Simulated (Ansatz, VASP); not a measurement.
Two plane-wave programs on Y2Tl

INCAR

```
SYSTEM = Y2Tl
PREC     = Accurate       ! precision mode
ENCUT    = 520            ! plane-wave cutoff, eV
EDIFF    = 1E-6           ! SCF threshold, eV
ISMEAR   = 1              ! smearing method
SIGMA    = 0.0805         ! smearing width, eV
LREAL    = .FALSE.        ! projectors in reciprocal space
LASPH    = .TRUE.         ! aspherical terms in the spheres
NELM     = 150            ! most SCF steps
ALGO     = Normal         ! electronic algorithm
ISIF     = 2              ! what is computed and relaxed
LWAVE    = .FALSE.        ! write WAVECAR
LCHARG   = .FALSE.        ! write CHGCAR
ISPIN    = 2              ! spin polarisation
MAGMOM   = 0.2 0.2 0.2 0.2 0.2 0.2 ! initial moments
LORBIT   = 11             ! projections on sites
LMAXMIX  = 4              ! l up to which the mixer works
GGA      = PE             ! functional
NBANDS   = 48             ! bands
```

File KPOINTS:

```
Automatic mesh
0
G
  4 4 3
  0 0 0
```

File POSCAR:

```
Y2Tl
1.0
    5.4164970000      0.0000000000      0.0000000000
   -2.7082480000      4.6908260000      0.0000000000
    0.0000000000      0.0000000000      6.7482600000
Y Tl
4 2
Direct
    0.3333000000      0.6667000000      0.7500000000
    0.6666000000      0.3333000000      0.2500000000
    0.0000000000      0.0000000000      0.0000000000
    0.0000000000      0.0000000000      0.5000000000
    0.3333000000      0.6667000000      0.2500000000
    0.6666000000      0.3333000000      0.7500000000
```

Input for Ansatz:

```yaml
crystal:
  lattice:
    - [5.416497, 0.0, 0.0]
    - [-2.708248, 4.690826, 0.0]
    - [0.0, 0.0, 6.74826]
  atoms:
    - { symbol: "Y", position: [0.3333, 0.6667, 0.75], spin: 0.2 }
    - { symbol: "Y", position: [0.6666, 0.3333, 0.25], spin: 0.2 }
    - { symbol: Tl, position: [0.3333, 0.6667, 0.25], spin: 0.2 }
    - { symbol: Tl, position: [0.6666, 0.3333, 0.75], spin: 0.2 }
    - { symbol: "Y", position: [0.0, 0.0, 0.0], spin: 0.2 }
    - { symbol: "Y", position: [0.0, 0.0, 0.5], spin: 0.2 }
  symmetry: { tolerance: 0.0003 }
kpoints:
  mp_grid: { grid: [4, 4, 3], shift: [0, 0, 0] }
magnetization:
  spin_polarized: true
scf:
  occupations: { method: methfessel_paxton, width: 0.0805 }
  mixing: { algorithm: anderson, beta: 0.2, ndim: 16 }
hamiltonian:
  pseudopotentials: { kind: paw }
  xc: pbe
basis:
  ecutwfc: 420
output:
  forces: true
  stress: true
  eigenvalues: true
  write_density: true
  write_potential: true
  elf: true
  volumetric_format: npy
```

Alike in both runs: task single point; functional PBE; k mesh 4 × 4 × 3; occupations methfessel-paxton of order 1, width 0.0805 eV; collinear spin.

|  | VASP | Ansatz |
| --- | --- | --- |
| version | VASP 6.6.1 | Ansatz 0.2.0 |
| potentials or method | VASP PAW PBE potentials, release 64 (Y_sv, Tl_d), cutoff 520 eV | PAW plane waves |
| valence electrons in the cell | 70 | 70 |

VASP gave:

| Quantity | Value |
| --- | --- |
| gap on the k mesh at the Fermi level (eV) | none |
| pressure (GPa) | 0.1 |
| net moment per atom (μB) | 0.25 |
| size of the moment on the site where the two differ most (μB) | 0.20 |

Q: Which values does Ansatz return?

A: gap on the k mesh at the Fermi level (eV): none; pressure (GPa): 0.2; net moment per atom (μB): 0.25; size of the moment on the site where the two differ most (μB): 0.14.

Site moments also hang on the region over which each program counts them. A gap of «none» marks a metal or a gap that the smearing closes. Ansatz's warnings: stability check not made, structure snapped to symmetry.

Spin-orbit coupling is off throughout.
